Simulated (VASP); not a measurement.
Here is a VASP 6.6.1 calculation.

File INCAR:

```
ALGO = Normal ; EDIFF = 1E-8
ENCUT = 520 ; GGA = PS
ISIF = 2 ; ISMEAR = -1
IVDW = 12 ; LASPH = True
LCHARG = False ; LDAU = True
LDAUJ = 0 ; LDAUL = 2
LDAUPRINT = 1 ; LDAUTYPE = 2
LDAUU = 1 ; LEFG = True
LMAXMIX = 4 ; LREAL = False
LWAVE = False ; NBANDS = 13
NELM = 150 ; PREC = Accurate
SIGMA = 0.01
```

File KPOINTS:

```
k-points
0
Gamma
  12 12 12
```

File POSCAR:

```
Mo
1.0
   -1.5838089719      1.5838089719      1.5838089719
    1.5838089719     -1.5838089719      1.5838089719
    1.5838089719      1.5838089719     -1.5838089719
Mo
1
Direct
    0.0000000000      0.0000000000      0.0000000000
```

Potentials or basis: VASP PAW PBE potentials, release 64 (Mo_sv).

Command:

```sh
$ cat potpaw_PBE.64/Mo_sv/POTCAR > POTCAR
$ mpirun -np 1 vasp_std > vasp.out
```

Task: Estimate the dispersion energy per atom.

Result: -0.694 eV.

Task: What does it give for the pressure?

Result: -14.3 GPa.

Task: What does it give for the band gap on the k mesh?

Result: Zero (bands 7 and 8 overlap by 5.25 eV).

Eigenvalues of the final occupation matrices:
```
    site  spin  trace               eigenvalues
site 1 d     1   1.96  0.30 0.30 0.45 0.45 0.45
site 1 d     2   1.96  0.30 0.30 0.45 0.45 0.45
```

Caveat: the cell stands under tension; the PAW data sets were made with another functional, which shifts forces and pressure a little; U without spin polarisation on a metal has little footing; the U is typed as a test and isn't derived for this compound.
